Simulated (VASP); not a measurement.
Input of a VASP 6.6.1 run:

Contents of INCAR:

```
SYSTEM = K3Ge
PREC     = Accurate       ! precision mode
ENCUT    = 520            ! plane-wave cutoff, eV
EDIFF    = 1E-7           ! SCF threshold, eV
ISMEAR   = -1             ! smearing method
SIGMA    = 0.1            ! smearing width, eV
LREAL    = .False.        ! projectors in reciprocal space
LASPH    = .True.         ! aspherical terms in the spheres
NELM     = 100            ! most SCF steps
ALGO     = Normal         ! electronic algorithm
ISIF     = 2              ! what is computed and relaxed
LWAVE    = .False.        ! write WAVECAR
LCHARG   = .False.        ! write CHGCAR
GGA      = PE             ! functional
NBANDS   = 28             ! bands
```

Contents of KPOINTS:

```
Automatic mesh
0
Gamma
  5 5 5
  0 0 0
```

POSCAR

```
K3Ge
1.0
    0.0000000000      4.3110110000      4.3110110000
    4.3110110000      0.0000000000      4.3110110000
    4.3110110000      4.3110110000      0.0000000000
Ge K
1 3
Direct
    0.0000000000      0.0000000000      0.0000000000
    0.5000000000      0.5000000000      0.5000000000
    0.7500000000      0.7500000000      0.7500000000
    0.2500000000      0.2500000000      0.2500000000
```

Potentials or basis: VASP PAW PBE potentials, release 64 (Ge_d, K_sv).

Command:

```sh
$ cat potpaw_PBE.64/Ge_d/POTCAR potpaw_PBE.64/K_sv/POTCAR > POTCAR
$ mpirun -np 1 vasp_std > vasp.out
```

(1) What does it give for the pressure?

(2) Estimate the band gap on the k mesh.

Results:

(1) 0.0 GPa.

(2) zero (an odd number of electrons rules out a gap without spin polarisation).
